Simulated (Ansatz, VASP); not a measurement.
**NaF: VASP beside Ansatz**

Contents of INCAR:

```
SYSTEM = NaF
ALGO = Normal
EDIFF = 1E-7
ENCUT = 520
GGA = PE
ISIF = 2
ISMEAR = 0
LASPH = .True.
LCHARG = .False.
LREAL = .False.
LWAVE = .False.
NBANDS = 14
NELM = 60
PREC = Accurate
SIGMA = 0.01
```

File KPOINTS:

```
k-points
0
Gamma
  8 8 8
  0 0 0
```

POSCAR

```
NaF
1.0
    0.0000000000      2.3017763900      2.3017763900
    2.3017763900      0.0000000000      2.3017763900
    2.3017763900      2.3017763900      0.0000000000
Na F
1 1
Direct
    0.0000000000      0.0000000000      0.0000000000
    0.5000000000      0.5000000000      0.5000000000
```

Input for Ansatz:

```yaml
crystal:
  lattice:
    - [0.0, 2.30177639, 2.30177639]
    - [2.30177639, 0.0, 2.30177639]
    - [2.30177639, 2.30177639, 0.0]
  atoms:
    - { symbol: Na, position: [0.0, 0.0, 0.0] }
    - { symbol: F, position: [0.5, 0.5, 0.5] }
kpoints:
  mp_grid: { grid: [8, 8, 8] }
hamiltonian:
  xc: pbe
scf:
  occupations: { method: fixed }
  n_extra_bands: 4
output:
  forces: true
  stress: true
  eigenvalues: true
```

Alike in both runs: task single point; functional PBE; k mesh 8 × 8 × 8; no spin polarisation.

|  | VASP | Ansatz |
| --- | --- | --- |
| version | VASP 6.6.1 | Ansatz 0.2.0 |
| potentials or method | VASP PAW PBE potentials, release 64 (Na_pv, F) | plane waves, PAW |
| plane-wave cutoff (eV) | 520 | 420 |
| occupations | gaussian, width 0.01 eV | fixed |
| valence electrons in the cell | 14 | 16 |

|  | VASP | Ansatz | Ansatz less VASP |
| --- | --- | --- | --- |
| gap on the k mesh at the Fermi level (eV) | 6.41 | 6.42 | +0.017 |
| pressure (GPa) | 3.1 | 3.3 | +0.10 |

VASP's potentials hold 14 valence electrons a cell and Ansatz's 16, so a difference there can come from the potentials and not from the codes.
